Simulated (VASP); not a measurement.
# SiH4CO2: single point with PBE+D3(BJ)

SiH4CO2:

```
Si H C O
1.0
     8.50956    0.00000    0.00000
     0.00000    8.50956    0.00000
     0.00000    0.00000    8.50956
Si H C O
3 12 3 6
Direct
  0.21912 0.79382 0.66198
  0.04349 0.03726 0.04917
  0.29755 0.32232 0.41025
  0.33814 0.86763 0.76751
  0.14481 0.65774 0.74407
  0.09586 0.91204 0.62153
  0.29768 0.73756 0.51556
  0.16477 0.15458 0.00201
  0.03358 0.02719 0.22403
  0.88738 0.08585 0.98447
  0.08305 0.87904 0.98495
  0.42985 0.40226 0.49327
  0.19396 0.24339 0.52749
  0.20530 0.44092 0.32001
  0.36280 0.20286 0.29991
  0.78248 0.40049 0.06732
  0.50804 0.81038 0.12513
  0.74800 0.05734 0.47013
  0.84637 0.39014 0.18898
  0.71899 0.41087 0.94571
  0.43609 0.92731 0.11576
  0.58022 0.69333 0.13370
  0.85965 0.12871 0.50644
  0.63630 0.98549 0.43355
```

- Program: VASP 6.6.1
- Task: single point
- Functional: PBE
- Dispersion: D3(BJ)
- Potentials or basis: VASP PAW PBE potentials, release 64 (Si, H, C, O)
- Cutoff: 520 eV
- k mesh: 1 × 1 × 1
- Occupations: fermi-dirac, width 0.05 eV
- Spin: no spin polarisation

* Pressure: 0.1 GPa
* Largest force: 0.594 eV/Å
* Dispersion energy per atom: -0.031 eV

Forces in eV/Å, atoms in the order of the input:
```
Si   0.010  0.013 -0.023
Si  -0.003  0.004  0.004
Si   0.008 -0.010  0.005
H   -0.004 -0.014 -0.022
H    0.018  0.005 -0.015
H    0.030 -0.027  0.016
H   -0.020  0.014  0.006
H   -0.037 -0.030  0.008
H    0.003  0.016 -0.035
H    0.020 -0.018  0.030
H    0.004  0.016 -0.007
H    0.000 -0.001 -0.008
H    0.014  0.012 -0.001
H    0.003  0.004  0.006
H   -0.003  0.009  0.005
C   -0.020  0.042  0.001
C    0.008 -0.017  0.019
C   -0.004  0.008 -0.009
O    0.221 -0.062  0.440
O   -0.215 -0.002 -0.467
O   -0.249  0.380 -0.046
O    0.227 -0.351  0.065
O    0.457  0.325  0.195
O   -0.467 -0.315 -0.164
```

Stress tensor (GPa, compression positive):
```
 0.14 -0.03  0.22
-0.03  0.04  0.06
 0.22  0.06  0.00
```

Levels at points of the mesh, in eV from the Fermi level:
```csv
k point,band 33,band 34,band 35,band 36,band 37,band 38,band 39,band 40
"(0.00, 0.00, 0.00)",-1.53,-1.51,-1.45,-1.27,4.81,6.04,6.10,6.16
```

It took 52 s on 1 thread of Intel(R) Xeon(R) 6975P-C (Granite Rapids) (shared host), peak memory 0.56 GiB.

Caveat: the k points lie up to 0.74 Å⁻¹ apart.
